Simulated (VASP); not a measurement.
A run of VASP 6.6.1 is set up as follows.

The input INCAR:

```
SYSTEM = Pb
PREC     = Accurate       ! precision mode
ENCUT    = 520            ! plane-wave cutoff, eV
EDIFF    = 1E-7           ! SCF threshold, eV
ISMEAR   = 0              ! smearing method
SIGMA    = 0.05           ! smearing width, eV
LREAL    = .FALSE.        ! projectors in reciprocal space
LASPH    = .TRUE.         ! aspherical terms in the spheres
NELM     = 150            ! most SCF steps
ALGO     = Fast           ! electronic algorithm
ISIF     = 2              ! what is computed and relaxed
LWAVE    = .FALSE.        ! write WAVECAR
LCHARG   = .TRUE.         ! write CHGCAR
MAGMOM   = 0 0 0          ! initial moments
LORBIT   = 11             ! projections on sites
LSORBIT  = .TRUE.         ! spin-orbit coupling
GGA_COMPAT= .FALSE.      
LORBMOM  = .TRUE.       
GGA      = PE             ! functional
LVHAR    = .TRUE.       
NBANDS   = 25             ! bands
```

The input KPOINTS:

```
regular mesh
0
G
  14 14 14
  0 0 0
```

The input POSCAR:

```
Pb
1.0
   -2.0042786346      2.0042786346      2.0042786346
    2.0042786346     -2.0042786346      2.0042786346
    2.0042786346      2.0042786346     -2.0042786346
Pb
1
Direct
    0.0000000000      0.0000000000      0.0000000000
```

Potentials or basis: VASP PAW PBE potentials, release 64 (Pb_d).

Launch:

```bash
$ cat potpaw_PBE.64/Pb_d/POTCAR > POTCAR
$ mpirun -np 1 vasp_ncl > vasp.out
```

(1) Predict the net moment.

(2) What does it give for the pressure?

Answers

(1) 0.00 μB per cell.

(2) 0.0 GPa.
